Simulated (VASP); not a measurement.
# CaB2 in VASP: further runs, part 2 of 2

VASP 6.6.1.

**4. Single point, PBE+D3(BJ)**

This run uses another cell than the first one, of 18.23 Å³/atom.

INCAR

```
SYSTEM = CaB2
PREC = Accurate
ENCUT = 520
EDIFF = 1E-6
ISMEAR = 1
SIGMA = 0.02
LREAL = .FALSE.
LASPH = .TRUE.
NELM = 60
ALGO = Normal
ISIF = 2
LWAVE = .FALSE.
LCHARG = .TRUE.
GGA = PE
IVDW = 12
LELF = .TRUE.
LVHAR = .TRUE.
NBANDS = 15
```

KPOINTS

```
Automatic mesh
0
G
  6 6 4
  0 0 0
```

POSCAR

```
CaB2
1.0
    3.2264300000      0.0000000000      0.0000000000
   -1.6132150000      2.7941710000      0.0000000000
    0.0000000000      0.0000000000      6.0673920000
Ca B
1 2
Direct
    0.0000000000      0.0000000000      0.0000000000
    0.3333333333      0.6666666667      0.3351845406
    0.6666666667      0.3333333333      0.3351845406
```

Potentials or basis: VASP PAW PBE potentials, release 64 (Ca_sv, B).

Started as:

```
$ cat potpaw_PBE.64/Ca_sv/POTCAR potpaw_PBE.64/B/POTCAR > POTCAR
$ mpirun -np 1 vasp_std > vasp.out
```

OUTCAR:

```text
SYSTEM = CaB2
   PREC = Accurate
   ENCUT = 520
   EDIFF = 1E-6
   ISMEAR = 1
   LREAL = .FALSE.
   LASPH = .TRUE.
   NELM = 60
   ISIF = 2
   GGA = PE
   IVDW = 12
 IVDW          = 12

 ion  position               nearest neighbor table
   1  0.000  0.000  0.000-
   2  0.333  0.667  0.335-   3 1.86   3 1.86   3 1.86
   3  0.667  0.333  0.335-   2 1.86   2 1.86   2 1.86

  LATTYP: Found a hexagonal cell.
 ALAT       =     3.2264300000
 C/A-ratio  =     1.8805280139

  Lattice vectors:

 A1 = (   3.2264300000,   0.0000000000,   0.0000000000)
 A2 = (  -1.6132150000,   2.7941710000,   0.0000000000)
 A3 = (   0.0000000000,   0.0000000000,   6.0673920000)

Analysis of symmetry for initial positions (statically):
=====================================================================
 Subroutine PRICEL returns:
 Original cell was already a primitive cell.

 Routine SETGRP: Setting up the symmetry group for a
 hexagonal supercell.

 Subroutine GETGRP returns: Found 12 space group operations
 (whereof 12 operations were pure point group operations)
 out of a pool of 24 trial point group operations.

The static configuration has the point symmetry C_6v.

Analysis of symmetry for dynamics (positions and initial velocities):
=====================================================================
 Subroutine PRICEL returns:
 Original cell was already a primitive cell.

 Routine SETGRP: Setting up the symmetry group for a
 hexagonal supercell.

 Subroutine GETGRP returns: Found 12 space group operations
 (whereof 12 operations were pure point group operations)
 out of a pool of 24 trial point group operations.

The dynamic configuration has the point symmetry C_6v.

 Subroutine INISYM returns: Found 12 space group operations
 (whereof 12 operations are pure point group operations),
 and found     1 'primitive' translations

----------------------------------------------------------------------------------------

                                     Primitive cell

  volume of cell :      54.6987

  direct lattice vectors                    reciprocal lattice vectors
     3.226430000  0.000000000  0.000000000     0.309940089  0.178943952  0.000000000
    -1.613215000  2.794171000  0.000000000     0.000000000  0.357887903  0.000000000
     0.000000000  0.000000000  6.067392000     0.000000000  0.000000000  0.164815459

  length of vectors
     3.226430000  3.226430569  6.067392000     0.357887966  0.357887903  0.164815459

  position of ions in fractional coordinates (direct lattice)
     0.000000000  0.000000000  0.000000000
     0.333333333  0.666666667  0.335184541
     0.666666667  0.333333333  0.335184541

  ion indices of the primitive-cell ions
   primitive index   ion index
                 1           1
                 2           2
                 3           3

----------------------------------------------------------------------------------------

 KPOINTS: Automatic mesh

Automatic generation of k-mesh.
 Grid dimensions read from file:
 generate k-points for:    6    6    4

 Generating k-lattice:

  Cartesian coordinates                     Fractional coordinates (reciprocal lattice)
     0.051656681  0.029823992  0.000000000     0.166666667 -0.000000000  0.000000000
     0.000000000  0.059647984  0.000000000     0.000000000  0.166666667  0.000000000
[... 40 lines left out ...]
   dimension x,y,z NGXF=    48 NGYF=   48 NGZF=   96
   ions per type =               1   2
   NGX,Y,Z   is equivalent  to a cutoff of  12.37, 12.37, 13.15 a.u.
   NGXF,Y,Z  is equivalent  to a cutoff of  24.73, 24.73, 26.30 a.u.
 SYSTEM =  CaB2
   PREC   = accura    normal or accurate (medium, high low for compatibility)
   ISTART =      0    job   : 0-new  1-cont  2-samecut
   ICHARG =      2    charge: 1-file 2-atom 10-const
   ISPIN  =      1    spin polarized calculation?
   LNONCOLLINEAR =      F non collinear calculations
   LSORBIT =      F    spin-orbit coupling
   LASPH  =      T    aspherical Exc in radial PAW
   ENCUT  =  520.0 eV  38.22 Ry    6.18 a.u.   6.00  6.00 11.28*2*pi/ulx,y,z
   NELM   =     60;   NELMIN=  2; NELMDL= -5     # of ELM steps
   EDIFF  = 0.1E-05   stopping-criterion for ELM
   LREAL  =      F    real-space projection
   EDIFFG = 0.1E-04   stopping-criterion for IOM
   NSW    =      0    number of steps for IOM
   IBRION =     -1    ionic relax: 0-MD 1-quasi-New 2-CG
   NFREE  =      0    steps in history (QN), initial steepest desc. (CG)
   ISIF   =      2    stress and relaxation
   ISYM   =      2    0-nonsym 1-usesym 2-fastsym
   POTIM  = 0.5000    time-step for ionic-motion
   TEBEG  =    0.0;   TEEND  =   0.0 temperature during run
   PSTRESS=    0.0 pullay stress
   NELECT =      16.0000    total number of electrons
   NUPDOWN=      -1.0000    fix difference up-down
   EMIN   =  10.00;   EMAX   =-10.00  energy-range for DOS
   EFERMI =   0.00;   METHOD = LEGACY
   ISMEAR =     1;   SIGMA  =   0.02  broadening in eV -4-tet -1-fermi 0-gaus
   EFERMI_NEDOS =   21; number of points for ismear=-14 and -15
   IALGO  =     38    algorithm
   IMIX   =      4    mixing-type and parameters
     AMIX     =   0.40;   BMIX     =  1.00
     AMIX_MAG =   1.60;   BMIX_MAG =  1.00
  volume/ion in A,a.u.               =      18.23       123.04
  Fermi-wavevector in a.u.,A,eV,Ry     =   1.086732  2.053625 16.068292  1.180986
  Thomas-Fermi vector in A             =   2.222875
   LORBIT       =      0    0 simple, 1 ext, 2 COOP (PROOUT), +10 PAW based schemes
   GGA     = PE    functional components
   LHFCALC =     F    Hartree Fock is set to
   AEXX    =    0.0000 exact exchange contribution
   IVDW    =    12    specifies the selected vdW correction
   LEPSILON=     F    determine dielectric tensor
   LRPA    =     F    only Hartree local field effects (RPA)
 non-spin polarized calculation
 Methfessel and Paxton  Order N= 1 SIGMA  =   0.02
  energy-cutoff  :      520.00
  volume of cell :       54.70
 maximum number of plane-waves:      1506
 NGX is ok and might be reduce to    24
   NGX = 11   NGY = 11   NGZ = 23

 number of electron      16.0000001 magnetization

 Free energy of the ion-electron system (eV)
  ---------------------------------------------------
  ext. energy  EPLUGINS =         0.00000000
  ---------------------------------------------------
  free energy    TOTEN  =       -13.63673001 eV

  energy without entropy =      -13.63660984  energy(sigma->0) =      -13.63668995

 E-fermi :   2.3702     XC(G=0):  -8.8670

 val. band max:        2.2651284676   @ k =   0.1667   0.1667   0.0000
 cond. band min:       2.3788980379   @ k =   0.3333   0.0000   0.0000
 fundamental gap:      0.1137695703
 Fermi energy:         2.3701656440

 k-point     1 :       0.0000    0.0000    0.0000
  band No.  band energies     occupation
      1     -38.6580      2.00000
      2     -19.6654      2.00000
      3     -19.4089      2.00000
      4     -19.4089      2.00000
      5      -7.4551      2.00000
      6      -0.8292      2.00000
      7       1.0353      2.00000
      8       3.0775      0.00000
      9       3.0775      0.00000
     10       5.0590      0.00000
     11       5.9534      0.00000
     12       5.9534      0.00000
     13       7.0259      0.00000
     14       7.0259      0.00000
[... 347 lines left out ...]
      2     -19.9013      2.00000
      3     -19.9013      2.00000
      4     -19.5082      2.00000
      5      -3.4292      2.00000
      6      -3.4292      2.00000
      7      -1.2334      2.00000
      8       2.7526     -0.00000
      9       2.7526     -0.00000
     10       4.5968      0.00000
     11       4.5968      0.00000
     12       6.6068      0.00000
     13       7.8040      0.00000
     14       7.8040      0.00000
     15       9.4383      0.00000

------------------------ aborting loop because EDIFF is reached ----------------------------------------

 Edisp (eV)   -0.55515

 E8    (eV) :    -0.2356

  FORCE on cell =-STRESS in cart. coord.  units (eV):
  Direction    XX          YY          ZZ          XY          YZ          ZX
  --------------------------------------------------------------------------------------
  -------------------------------------------------------------------------------------
  Total      -1.69813    -1.69813    -4.07346     0.00000    -0.00000    -0.00000
  in kB     -49.73993   -49.73995  -119.31536     0.00000    -0.00000    -0.00000
  external pressure =      -72.93 kB  Pullay stress =        0.00 kB

 VOLUME and BASIS-vectors are now :
 -----------------------------------------------------------------------------
  energy-cutoff  :      520.00
  volume of cell :       54.70
      direct lattice vectors                 reciprocal lattice vectors
     3.226430000  0.000000000  0.000000000     0.309940089  0.178943952  0.000000000
    -1.613215000  2.794171000  0.000000000     0.000000000  0.357887903  0.000000000
     0.000000000  0.000000000  6.067392000     0.000000000  0.000000000  0.164815459

 POSITION                                       TOTAL-FORCE (eV/Angst)
 -----------------------------------------------------------------------------------
      0.00000      0.00000      0.00000         0.000000     -0.000000      0.091856
     -0.00000      1.86278      2.03370        -0.000000      0.000000     -0.045928
      1.61322      0.93139      2.03370         0.000000     -0.000000     -0.045928
 -----------------------------------------------------------------------------------
    total drift:                                0.000000      0.000000      0.000070

  FREE ENERGIE OF THE ION-ELECTRON SYSTEM (eV)
  ---------------------------------------------------
  free  energy   TOTEN  =       -14.1918808105 eV

  energy  without entropy=      -14.1917606341  energy(sigma->0) =      -14.19184075
```

OSZICAR:

```text
N       E                     dE             d eps       ncg     rms          rms(c)
DAV:   1     0.958732538638E+02    0.95873E+02   -0.74829E+03   630   0.979E+02
DAV:   2    -0.123832096533E+02   -0.10826E+03   -0.10144E+03   784   0.243E+02
DAV:   3    -0.160299415829E+02   -0.36467E+01   -0.35975E+01   962   0.428E+01
DAV:   4    -0.162472521728E+02   -0.21731E+00   -0.21722E+00   847   0.812E+00
DAV:   5    -0.162491012040E+02   -0.18490E-02   -0.18490E-02   945   0.791E-01    0.631E+00
DAV:   6    -0.138307171100E+02    0.24184E+01   -0.25545E+00   791   0.103E+01    0.220E+00
DAV:   7    -0.136502746980E+02    0.18044E+00   -0.36697E-01   777   0.469E+00    0.103E+00
DAV:   8    -0.136382591662E+02    0.12016E-01   -0.51945E-02   884   0.208E+00    0.512E-01
DAV:   9    -0.136386530859E+02   -0.39392E-03   -0.23266E-02   793   0.104E+00    0.173E-01
DAV:  10    -0.136366776987E+02    0.19754E-02   -0.35495E-03   770   0.406E-01    0.576E-02
DAV:  11    -0.136367486190E+02   -0.70920E-04   -0.69831E-04   833   0.151E-01    0.255E-02
DAV:  12    -0.136367245308E+02    0.24088E-04   -0.16716E-04   784   0.856E-02    0.725E-03
DAV:  13    -0.136367298348E+02   -0.53041E-05   -0.93749E-06   798   0.228E-02    0.401E-03
DAV:  14    -0.136367300133E+02   -0.17845E-06   -0.17946E-06   782   0.114E-02
   1 F= -.14191881E+02 E0= -.14191841E+02  d E =-.120176E-03
```

stdout:

```text
POSCAR found type information on POSCAR CaB
 POSCAR found :  2 types and       3 ions
 scaLAPACK will be used
 LDA part: xc-table for (Slater+PW92), standard interpolation
 POSCAR, INCAR and KPOINTS ok, starting setup
 FFT: planning ... GRIDC
 FFT: planning ... GRID_SOFT
 FFT: planning ... GRID
 WAVECAR not read
 entering main loop
```

Wall time 28 s (1 thread of Intel Xeon 8259CL, shared host); peak memory 0.18 GiB.

What came out:

```
Free energy                : -14.1919 eV
Largest force              : 0.092 eV/Å
Band gap on the k mesh     : zero (bands 8 and 9 overlap by 1.07 eV)
Dispersion energy per atom : -0.185 eV
```

Forces in eV/Å, atoms in the order of the input:
```
Ca   0.000  0.000  0.092
B    0.000  0.000 -0.046
B    0.000  0.000 -0.046
```

Levels at points of the mesh, in eV from the Fermi level:
| k point | band 6 | band 7 | band 8 | band 9 | band 10 | band 11 |
| --- | --- | --- | --- | --- | --- | --- |
| (0.00, 0.00, 0.00) | -3.20 | -1.33 | 0.71 | 0.71 | 2.69 | 3.58 |
| (0.50, 0.00, 0.00) | -5.76 | -1.23 | -0.52 | -0.22 | 1.97 | 3.33 |
| (0.00, 0.00, 0.50) | -3.98 | 0.43 | 0.72 | 0.72 | 1.69 | 3.55 |
| (0.50, 0.00, 0.50) | -5.71 | -1.25 | -0.48 | -0.23 | 1.64 | 3.12 |

Caveat: the k points lie up to 0.37 Å⁻¹ apart, too coarse for converged energies and pressures of a metal.

**5. Single point, PBE+D3(BJ)**

This run uses another cell than the first one, of 21.24 Å³/atom.

INCAR

```
SYSTEM = CaB2
PREC = Accurate
ENCUT = 520
EDIFF = 1E-7
ISMEAR = 1
SIGMA = 0.02
LREAL = .FALSE.
LASPH = .TRUE.
NELM = 100
ALGO = Normal
ISIF = 2
LWAVE = .FALSE.
LCHARG = .FALSE.
GGA = PE
IVDW = 12
NBANDS = 15
```

KPOINTS is that of step 4.

POSCAR

```
CaB2
1.0
    3.2264300000      0.0000000000      0.0000000000
   -1.6132150000      2.7941710000      0.0000000000
    0.0000000000      0.0000000000      7.0673920000
Ca B
1 2
Direct
    0.0000000000      0.0000000000      0.0000000000
    0.3333333333      0.6666666667      0.2877576339
    0.6666666667      0.3333333333      0.2877576339
```

Potentials or basis: VASP PAW PBE potentials, release 64 (Ca_sv, B).

Started as:

```
$ cat potpaw_PBE.64/Ca_sv/POTCAR potpaw_PBE.64/B/POTCAR > POTCAR
$ mpirun -np 1 vasp_std > vasp.out
```

OUTCAR:

```text
SYSTEM = CaB2
   PREC = Accurate
   ENCUT = 520
   EDIFF = 1E-7
   ISMEAR = 1
   LREAL = .FALSE.
   LASPH = .TRUE.
   NELM = 100
   ISIF = 2
   GGA = PE
   IVDW = 12
 IVDW          = 12

 ion  position               nearest neighbor table
   1  0.000  0.000  0.000-
   2  0.333  0.667  0.288-   3 1.86   3 1.86   3 1.86
   3  0.667  0.333  0.288-   2 1.86   2 1.86   2 1.86

  LATTYP: Found a hexagonal cell.
 ALAT       =     3.2264300000
 C/A-ratio  =     2.1904681025

  Lattice vectors:

 A1 = (   3.2264300000,   0.0000000000,   0.0000000000)
 A2 = (  -1.6132150000,   2.7941710000,   0.0000000000)
 A3 = (   0.0000000000,   0.0000000000,   7.0673920000)

Analysis of symmetry for initial positions (statically):
=====================================================================
 Subroutine PRICEL returns:
 Original cell was already a primitive cell.

 Routine SETGRP: Setting up the symmetry group for a
 hexagonal supercell.

 Subroutine GETGRP returns: Found 12 space group operations
 (whereof 12 operations were pure point group operations)
 out of a pool of 24 trial point group operations.
[... 176 lines left out ...]
      6      -1.8602      2.00000
      7       0.2901      2.00000
      8       2.2886      0.00000
      9       2.2886      0.00000
     10       3.3378      0.00000
     11       5.0611      0.00000
     12       5.0611      0.00000
     13       6.1069      0.00000
     14       6.1069      0.00000
[... 347 lines left out ...]
      2     -20.7717      2.00000
      3     -20.7716      2.00000
      4     -20.4360      2.00000
      5      -4.2022      2.00000
      6      -4.2022      2.00000
      7      -2.0301      2.00000
      8       2.0923      0.00000
      9       2.0923      0.00000
     10       3.2883      0.00000
     11       3.2883      0.00000
     12       5.7351      0.00000
     13       7.0840      0.00000
     14       7.0840      0.00000
     15       8.5384      0.00000

------------------------ aborting loop because EDIFF is reached ----------------------------------------

 Edisp (eV)   -0.48457

 E8    (eV) :    -0.2059

  FORCE on cell =-STRESS in cart. coord.  units (eV):
  Direction    XX          YY          ZZ          XY          YZ          ZX
  --------------------------------------------------------------------------------------
  -------------------------------------------------------------------------------------
  Total      -1.60250    -1.60250    -2.98340     0.00000    -0.00000     0.00000
  in kB     -40.29707   -40.29708   -75.02189     0.00000    -0.00000     0.00000
  external pressure =      -51.87 kB  Pullay stress =        0.00 kB

 VOLUME and BASIS-vectors are now :
 -----------------------------------------------------------------------------
  energy-cutoff  :      520.00
  volume of cell :       63.71
      direct lattice vectors                 reciprocal lattice vectors
     3.226430000  0.000000000  0.000000000     0.309940089  0.178943952  0.000000000
    -1.613215000  2.794171000  0.000000000     0.000000000  0.357887903  0.000000000
     0.000000000  0.000000000  7.067392000     0.000000000  0.000000000  0.141494911

 POSITION                                       TOTAL-FORCE (eV/Angst)
 -----------------------------------------------------------------------------------
      0.00000      0.00000      0.00000         0.000000     -0.000000      0.639965
     -0.00000      1.86278      2.03370        -0.000000     -0.000000     -0.319983
      1.61322      0.93139      2.03370         0.000000      0.000000     -0.319983
 -----------------------------------------------------------------------------------
    total drift:                                0.000000      0.000000     -0.000262

  FREE ENERGIE OF THE ION-ELECTRON SYSTEM (eV)
  ---------------------------------------------------
  free  energy   TOTEN  =       -13.7761500090 eV

  energy  without entropy=      -13.7762626465  energy(sigma->0) =      -13.77618755
```

stdout:

```text
POSCAR found type information on POSCAR CaB
 POSCAR found :  2 types and       3 ions
 scaLAPACK will be used
 LDA part: xc-table for (Slater+PW92), standard interpolation
 POSCAR, INCAR and KPOINTS ok, starting setup
 FFT: planning ... GRIDC
 FFT: planning ... GRID_SOFT
 FFT: planning ... GRID
 WAVECAR not read
 entering main loop
```

It took 29 s on 1 thread of Intel Xeon 8259CL, shared host; peak memory 0.19 GiB.

Results:

```yaml
Free_energy: -13.7762 eV
Largest_force: 0.640 eV/Å
Band_gap_on_the_k_mesh: zero (bands 8 and 9 overlap by 1.00 eV)
Dispersion_energy_per_atom: -0.162 eV
```

Forces in eV/Å, atoms in the order of the input:
```
Ca   0.000  0.000  0.640
B    0.000  0.000 -0.320
B    0.000  0.000 -0.320
```

Levels at points of the mesh, in eV from the Fermi level:
```tsv
k point	band 6	band 7	band 8	band 9	band 10	band 11
(0.00, 0.00, 0.00)	-3.30	-1.15	0.85	0.85	1.90	3.62
(0.50, 0.00, 0.00)	-5.58	-1.10	-0.25	-0.15	1.51	3.62
(0.00, 0.00, 0.50)	-3.60	-0.18	0.85	0.85	1.09	3.62
(0.50, 0.00, 0.50)	-5.57	-1.10	-0.32	-0.03	1.36	3.31
```

Caveat: the k points lie up to 0.37 Å⁻¹ apart, too coarse for converged energies and pressures of a metal.

**6. The runs side by side**

```csv
cell,gap on the mesh (eV),largest force (eV/Å)
"a = 3.226, b = 3.226, c = 4.567 Å, angles 90.0, 90.0, 120.0°, 3 atoms",none,0.73
"a = 3.226, b = 3.226, c = 5.067 Å, angles 90.0, 90.0, 120.0°, 3 atoms",none,0.43
"a = 3.226, b = 3.226, c = 6.067 Å, angles 90.0, 90.0, 120.0°, 3 atoms",none,0.09
"a = 3.226, b = 3.226, c = 7.067 Å, angles 90.0, 90.0, 120.0°, 3 atoms",none,0.64
```

Alike in all rows: task single point; level PBE+D3(BJ); potentials or basis VASP PAW PBE potentials, release 64 (Ca_sv, B); no spin polarisation; k mesh 6 × 6 × 4; cutoff (eV) 520; smearing methfessel-paxton 0.02 eV.

Caveats: all runs use coarse meshes.

Absolute energies hang on the potentials; compare differences alone.

The gap in the log of VASP goes by the Fermi energy; the results here count the filled bands.